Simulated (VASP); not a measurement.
# Sn in VASP: notebook

Aim: see how the results for Sn move with the level of theory and the settings. Levels: PBE, r2SCAN. Tasks: single point.

Everything below comes from runs of VASP 6.6.1. Logs are shortened: lines on timing, memory, paths and dates and some standing lists are left out, and cuts for length are marked.

### Step 1. The cell of the first run

Symmetry: I4_1/amd, No. 141, tetragonal system. Conventional cell: a = 4.645 Å, b = 4.645 Å, c = 6.497 Å, α = 90.00°, β = 90.00°, γ = 90.00°. Sn (site symmetry -4m2) has 4 Sn at 2.83 Å within 3.7 Å.

### Step 2. Single point, PBE (uniaxial x strain -1.1%)

INCAR

```
SYSTEM = Sn
PREC = Accurate ; ENCUT = 520
EDIFF = 1E-6 ; ISMEAR = -1
SIGMA = 0.02 ; LREAL = .FALSE.
LASPH = .TRUE. ; NELM = 80
ALGO = Normal ; ISIF = 2
LWAVE = .FALSE. ; LCHARG = .FALSE.
GGA = PE ; NBANDS = 21
```

KPOINTS

```
Automatic mesh
0
G
  6 6 6
  0 0 0
```

POSCAR

```
Sn
1.0
    0.0000000000      3.2844597792      3.2844597792
    3.2486591676      0.0000000000      3.2844597792
    3.2486591676      3.2844597792      0.0000000000
Sn
2
Direct
    0.0000000000      0.0000000000      0.0000000000
    0.2500000000      0.2500000000      0.2500000000
```

Potentials or basis: VASP PAW PBE potentials, release 64 (Sn_d).

The run is started by

```bash
$ cat potpaw_PBE.64/Sn_d/POTCAR > POTCAR
$ mpirun -np 1 vasp_std > vasp.out
```

OUTCAR:

```text
SYSTEM = Sn
   PREC = Accurate
   ENCUT = 520
   EDIFF = 1E-6
   ISMEAR = -1
   LREAL = .FALSE.
   LASPH = .TRUE.
   NELM = 80
   ISIF = 2
   GGA = PE

 ion  position               nearest neighbor table
   1  0.000  0.000  0.000-   2 2.83   2 2.83   2 2.83   2 2.83
   2  0.250  0.250  0.250-   1 2.83   1 2.83   1 2.83   1 2.83

  LATTYP: Found a body centered tetragonal cell.
 ALAT       =     4.6449275648
 C/A-ratio  =     1.3987986345

  Lattice vectors:

 A1 = (  -3.2486591676,   0.0000000000,  -3.2844597792)
 A2 = (  -3.2486591676,   0.0000000000,   3.2844597792)
 A3 = (   3.2486591676,   3.2844597792,   0.0000000000)

Analysis of symmetry for initial positions (statically):
=====================================================================
 Subroutine PRICEL returns:
 Original cell was already a primitive cell.

 Routine SETGRP: Setting up the symmetry group for a
 body centered tetragonal supercell.

 Subroutine GETGRP returns: Found 16 space group operations
 (whereof  8 operations were pure point group operations)
 out of a pool of 16 trial point group operations.

The static configuration has the point symmetry D_2d.
 The point group associated with its full space group is D_4h.

Analysis of symmetry for dynamics (positions and initial velocities):
=====================================================================
 Subroutine PRICEL returns:
 Original cell was already a primitive cell.

 Routine SETGRP: Setting up the symmetry group for a
 body centered tetragonal supercell.

 Subroutine GETGRP returns: Found 16 space group operations
 (whereof  8 operations were pure point group operations)
 out of a pool of 16 trial point group operations.

The dynamic configuration has the point symmetry D_2d.
 The point group associated with its full space group is D_4h.

 Subroutine INISYM returns: Found 16 space group operations
 (whereof  8 operations are pure point group operations),
 and found     1 'primitive' translations

----------------------------------------------------------------------------------------

                                     Primitive cell
[... 75 lines left out ...]
   total plane-waves  NPLWV =  46656
   dimension x,y,z NGX =    36 NGY =   36 NGZ =   36
   dimension x,y,z NGXF=    72 NGYF=   72 NGZF=   72
   ions per type =               2
   NGX,Y,Z   is equivalent  to a cutoff of  12.88, 12.96, 12.96 a.u.
   NGXF,Y,Z  is equivalent  to a cutoff of  25.77, 25.91, 25.91 a.u.
 SYSTEM =  Sn
   PREC   = accura    normal or accurate (medium, high low for compatibility)
   ISTART =      0    job   : 0-new  1-cont  2-samecut
   ICHARG =      2    charge: 1-file 2-atom 10-const
   ISPIN  =      1    spin polarized calculation?
   LNONCOLLINEAR =      F non collinear calculations
   LSORBIT =      F    spin-orbit coupling
   LASPH  =      T    aspherical Exc in radial PAW
   ENCUT  =  520.0 eV  38.22 Ry    6.18 a.u.   8.64  8.59  8.59*2*pi/ulx,y,z
   NELM   =     80;   NELMIN=  2; NELMDL= -5     # of ELM steps
   EDIFF  = 0.1E-05   stopping-criterion for ELM
   LREAL  =      F    real-space projection
   EDIFFG = 0.1E-04   stopping-criterion for IOM
   NSW    =      0    number of steps for IOM
   IBRION =     -1    ionic relax: 0-MD 1-quasi-New 2-CG
   NFREE  =      0    steps in history (QN), initial steepest desc. (CG)
   ISIF   =      2    stress and relaxation
   ISYM   =      2    0-nonsym 1-usesym 2-fastsym
   POTIM  = 0.5000    time-step for ionic-motion
   TEBEG  =    0.0;   TEEND  =   0.0 temperature during run
   PSTRESS=    0.0 pullay stress
   NELECT =      28.0000    total number of electrons
   NUPDOWN=      -1.0000    fix difference up-down
   EMIN   =  10.00;   EMAX   =-10.00  energy-range for DOS
   EFERMI =   0.00;   METHOD = LEGACY
   ISMEAR =    -1;   SIGMA  =   0.02  broadening in eV -4-tet -1-fermi 0-gaus
   EFERMI_NEDOS =   21; number of points for ismear=-14 and -15
   IALGO  =     38    algorithm
   IMIX   =      4    mixing-type and parameters
     AMIX     =   0.40;   BMIX     =  1.00
     AMIX_MAG =   1.60;   BMIX_MAG =  1.00
  volume/ion in A,a.u.               =      35.05       236.50
  Fermi-wavevector in a.u.,A,eV,Ry     =   1.205702  2.278447 19.779041  1.453719
  Thomas-Fermi vector in A             =   2.341391
   LORBIT       =      0    0 simple, 1 ext, 2 COOP (PROOUT), +10 PAW based schemes
   GGA     = PE    functional components
   LHFCALC =     F    Hartree Fock is set to
   AEXX    =    0.0000 exact exchange contribution
   IVDW    =     0    specifies the selected vdW correction
   LEPSILON=     F    determine dielectric tensor
   LRPA    =     F    only Hartree local field effects (RPA)
 non-spin polarized calculation
  energy-cutoff  :      520.00
  volume of cell :       70.09
 maximum number of plane-waves:      1903
 NGX is ok and might be reduce to    36
   NGX = 17   NGY = 17   NGZ = 17

 number of electron      27.9999986 magnetization

 Free energy of the ion-electron system (eV)
  ---------------------------------------------------
  ext. energy  EPLUGINS =         0.00000000
  ---------------------------------------------------
  free energy    TOTEN  =        -7.63728564 eV

  energy without entropy =       -7.63676262  energy(sigma->0) =       -7.63702413

 E-fermi :   5.3241     XC(G=0):  -8.7588

 val. band max:        5.0673183027   @ k =   0.1667   0.0000   0.0000
 cond. band min:       5.3242047748   @ k =   0.5000   0.0000   0.0000
 fundamental gap:      0.2568864721
 Fermi energy:         5.3240706055

 k-point     1 :       0.0000    0.0000    0.0000
  band No.  band energies     occupation
      1     -16.2538      2.00000
      2     -16.2496      2.00000
      3     -16.2496      2.00000
      4     -16.1960      2.00000
      5     -16.1942      2.00000
      6     -15.9084      2.00000
[... 565 lines left out ...]
     20      14.5405      0.00000
     21      14.9288      0.00000

 [... further k-points ...]
[... 5 lines left out ...]
  --------------------------------------------------------------------------------------
  -------------------------------------------------------------------------------------
  Total        0.9870676      0.8398531      0.8398531      0.0000000      0.0000000     -0.0000000
  in kB       22.5629265     19.1978183     19.1978183      0.0000000      0.0000000     -0.0000000
  external PRESSURE =      20.3195210 kB  Pullay stress =       0.0000000 kB

 VOLUME and BASIS-vectors are now :
 -----------------------------------------------------------------------------
  energy-cutoff  :      520.00
  volume of cell :       70.09
      direct lattice vectors                 reciprocal lattice vectors
     0.000000000  3.284459779  3.284459779    -0.153909651  0.152232036  0.152232036
     3.248659168  0.000000000  3.284459779     0.153909651 -0.152232036  0.152232036
     3.248659168  3.284459779  0.000000000     0.153909651  0.152232036 -0.152232036

 POSITION                                       TOTAL-FORCE (eV/Angst)
 -----------------------------------------------------------------------------------
      0.00000      0.00000      0.00000         0.000000      0.000000      0.000000
      1.62433      1.64223      1.64223        -0.000000     -0.000000     -0.000000
 -----------------------------------------------------------------------------------
    total drift:                                0.000000      0.000000      0.000000

  FREE ENERGIE OF THE ION-ELECTRON SYSTEM (eV)
  ---------------------------------------------------
  free  energy   TOTEN  =        -7.6372856383 eV

  energy  without entropy=       -7.6367626205  energy(sigma->0) =       -7.63702413
```

OSZICAR:

```text
N       E                     dE             d eps       ncg     rms          rms(c)
DAV:   1     0.227505805694E+03    0.22751E+03   -0.14418E+04  1280   0.191E+03
DAV:   2     0.170808075277E+02   -0.21042E+03   -0.20598E+03  1275   0.444E+02
DAV:   3    -0.686721126231E+01   -0.23948E+02   -0.23826E+02  1480   0.140E+02
DAV:   4    -0.766038922633E+01   -0.79318E+00   -0.79293E+00  1385   0.285E+01
DAV:   5    -0.769309605201E+01   -0.32707E-01   -0.32706E-01  1892   0.535E+00    0.312E+00
DAV:   6    -0.765352831267E+01    0.39568E-01   -0.27410E-02  1702   0.204E+00    0.183E+00
DAV:   7    -0.763490077282E+01    0.18628E-01   -0.43890E-02  1375   0.214E+00    0.162E-01
DAV:   8    -0.763682551847E+01   -0.19247E-02   -0.57126E-03  1390   0.820E-01    0.525E-02
DAV:   9    -0.763726098960E+01   -0.43547E-03   -0.53804E-04  1391   0.144E-01    0.123E-02
DAV:  10    -0.763728056183E+01   -0.19572E-04   -0.34902E-05  1627   0.490E-02    0.607E-03
DAV:  11    -0.763728563446E+01   -0.50726E-05   -0.82123E-06  1115   0.162E-02    0.728E-04
DAV:  12    -0.763728563834E+01   -0.38744E-08   -0.29933E-07  1103   0.496E-03
   1 F= -.76372856E+01 E0= -.76370241E+01  d E =-.523018E-03
```

Wall time 24 s (1 thread of AMD EPYC 9R45 (Zen 5), shared host); peak memory 0.18 GiB.

What came out:

* Free energy: -7.6373 eV
* Pressure: 2.0 GPa
* Band gap on the k mesh: zero (band 14 reaches 5.44 eV, above the bottom of band 15 at 5.32 eV)

Stress tensor (GPa, compression positive):
```
2.26 0.00 0.00
0.00 1.92 0.00
0.00 0.00 1.92
```

Caveat: the cell differs from its parent crystal (uniaxial x strain -1.1%); spin-orbit coupling is left out, which moves the levels of the heavy elements.

### Step 3. Single point, PBE (shear xy strain -2.4%)

INCAR

```
SYSTEM = Sn
ALGO = Normal
EDIFF = 1E-7
ENCUT = 520
GGA = PE
ISIF = 2
ISMEAR = -1
LASPH = .TRUE.
LCHARG = .TRUE.
LELF = .TRUE.
LREAL = .FALSE.
LVHAR = .TRUE.
LWAVE = .FALSE.
NBANDS = 21
NELM = 60
PREC = Accurate
SIGMA = 0.02
```

KPOINTS

```
k-points
0
G
  6 6 6
  0 0 0
```

POSCAR

```
Sn
1.0
   -0.0395777403      3.2844597792      3.2844597792
    3.2844597792     -0.0395777403      3.2844597792
    3.2448820388      3.2448820388      0.0000000000
Sn
2
Direct
   -0.0021523208     -0.0021523208      0.0021523208
    0.2521523208      0.2521523208      0.2478476792
```

Potentials or basis: VASP PAW PBE potentials, release 64 (Sn_d).

The run is started by

```bash
$ cat potpaw_PBE.64/Sn_d/POTCAR > POTCAR
$ mpirun -np 1 vasp_std > vasp.out
```

Run time: 38 s. Hardware: 1 thread of AMD EPYC 9R45 (Zen 5), shared host; peak memory 0.19 GiB.

It converged, with:

| Quantity | Value |
| --- | --- |
| Free energy | -7.6442 eV |
| Pressure | 1.5 GPa |
| Largest force | 0.006 eV/Å |
| Band gap on the k mesh | zero (band 14 reaches 5.35 eV, above the bottom of band 15 at 5.09 eV) |

Forces in eV/Å, atoms in the order of the input:
```
Sn   0.000  0.000  0.006
Sn   0.000  0.000 -0.006
```

Stress tensor (GPa, compression positive):
```
1.55 0.52 0.00
0.52 1.55 0.00
0.00 0.00 1.52
```

Levels at points of the mesh, in eV from the Fermi level:
| k point | band 10 | band 11 | band 12 | band 13 | band 14 | band 15 | band 16 | band 17 | band 18 | band 19 |
| --- | --- | --- | --- | --- | --- | --- | --- | --- | --- | --- |
| (0.00, 0.00, 0.00) | -21.16 | -10.26 | -0.80 | 0.09 | 0.18 | 0.29 | 2.19 | 2.27 | 2.32 | 5.10 |
| (0.50, 0.00, 0.00) | -21.12 | -8.75 | -6.08 | -0.95 | -0.87 | 0.13 | 3.35 | 3.37 | 5.83 | 8.30 |
| (0.50, 0.50, 0.00) | -21.10 | -7.32 | -7.26 | -2.36 | -2.13 | 0.80 | 1.13 | 7.53 | 7.66 | 9.15 |
| (0.00, 0.00, 0.50) | -21.13 | -8.67 | -6.04 | -1.05 | -0.97 | -0.08 | 3.27 | 3.28 | 5.72 | 8.47 |
| (0.50, 0.00, 0.50) | -21.11 | -7.29 | -7.29 | -2.24 | -2.24 | 0.96 | 0.96 | 7.56 | 7.56 | 9.16 |

Caveat: the cell differs from its parent crystal (shear xy strain -2.4%); spin-orbit coupling is left out, which moves the levels of the heavy elements.

### Step 4. Single point, r2SCAN (shear xy strain -2.4%)

POSCAR is that of step 3.

INCAR.step1

```
ALGO     = Normal         # electronic algorithm
EDIFF    = 1E-4           # SCF threshold, eV
ENCUT    = 520            # plane-wave cutoff, eV
GGA      = PE             # functional
ISMEAR   = -1             # smearing method
LASPH    = True           # aspherical terms in the spheres
LCHARG   = False          # write CHGCAR
LREAL    = False          # projectors in reciprocal space
LWAVE    = True           # write WAVECAR
NBANDS   = 21             # bands
NELM     = 60             # most SCF steps
PREC     = Accurate       # precision mode
SIGMA    = 0.02           # smearing width, eV
```

INCAR.step2

```
ALGO     = Normal         # electronic algorithm
EDIFF    = 1E-7           # SCF threshold, eV
ENCUT    = 520            # plane-wave cutoff, eV
ISIF     = 2              # what is computed and relaxed
ISMEAR   = -1             # smearing method
ISTART   = 1            
LASPH    = True           # aspherical terms in the spheres
LCHARG   = True           # write CHGCAR
LELF     = True           # ELF
LMIXTAU  = True         
LREAL    = False          # projectors in reciprocal space
LVHAR    = True         
LWAVE    = False          # write WAVECAR
METAGGA  = R2SCAN         # meta-GGA
NBANDS   = 21             # bands
NELM     = 60             # most SCF steps
PREC     = Accurate       # precision mode
SIGMA    = 0.02           # smearing width, eV
```

KPOINTS

```
k-points
0
Gamma
  6 6 6
```

The run is started by

```bash
$ cat potpaw_PBE.64/Sn_d/POTCAR > POTCAR
$ cp INCAR.step1 INCAR
$ mpirun -np 1 vasp_std > vasp.out
$ cp INCAR.step2 INCAR
$ mpirun -np 1 vasp_std > vasp.out
```

Wall time 2.8 min (1 thread of AMD EPYC 9R45 (Zen 5), shared host); peak memory 0.21 GiB.

It converged, with:

| Quantity | Value |
| --- | --- |
| Free energy | -49.4603 eV |
| Pressure | 0.0 GPa |
| Band gap on the k mesh | zero (band 14 reaches 5.20 eV, above the bottom of band 15 at 5.15 eV) |

Stress tensor (GPa, compression positive):
```
 0.03  0.62  0.00
 0.62  0.03  0.00
 0.00  0.00 -0.05
```

Levels at points of the mesh, in eV from the Fermi level:
```
           k point  band 12  band 13  band 14  band 15  band 16  band 17
(0.00, 0.00, 0.00)    -0.59    -0.05     0.05     0.16     2.21     2.29
(0.50, 0.00, 0.00)    -6.42    -1.15    -1.06     0.22     3.44     3.45
(0.50, 0.50, 0.00)    -7.65    -2.62    -2.38     0.83     1.18     7.90
(0.00, 0.00, 0.50)    -6.38    -1.25    -1.17     0.00     3.36     3.36
(0.50, 0.00, 0.50)    -7.68    -2.50    -2.50     1.01     1.01     7.94
```

Caveat: the cell differs from its parent crystal (shear xy strain -2.4%); the PAW data sets were made with another functional, which shifts forces and pressure a little; spin-orbit coupling is left out, which moves the levels of the heavy elements.

### Step 5. The runs side by side

| level | cell | gap on the mesh (eV) | pressure (GPa) |
| --- | --- | --- | --- |
| PBE | a = 4.645, b = 4.620, c = 4.620 Å, angles 60.4, 59.8, 59.8°, 2 atoms | none | 2.0 |
| PBE | a = 4.645, b = 4.645, c = 4.589 Å, angles 60.4, 60.4, 60.8°, 2 atoms | none | 1.5 |
| r2SCAN | a = 4.645, b = 4.645, c = 4.589 Å, angles 60.4, 60.4, 60.8°, 2 atoms | none | 0.0 |

Alike in all rows: task single point; potentials or basis VASP PAW PBE potentials, release 64 (Sn_d); no spin polarisation; k mesh 6 × 6 × 6; cutoff (eV) 520; smearing fermi-dirac 0.02 eV.

Caveats: spin-orbit coupling is left out, which moves the levels of the heavy elements; the PAW data sets were made with another functional, which shifts forces and pressure a little (some runs).

Absolute energies hang on the potentials; compare differences alone.
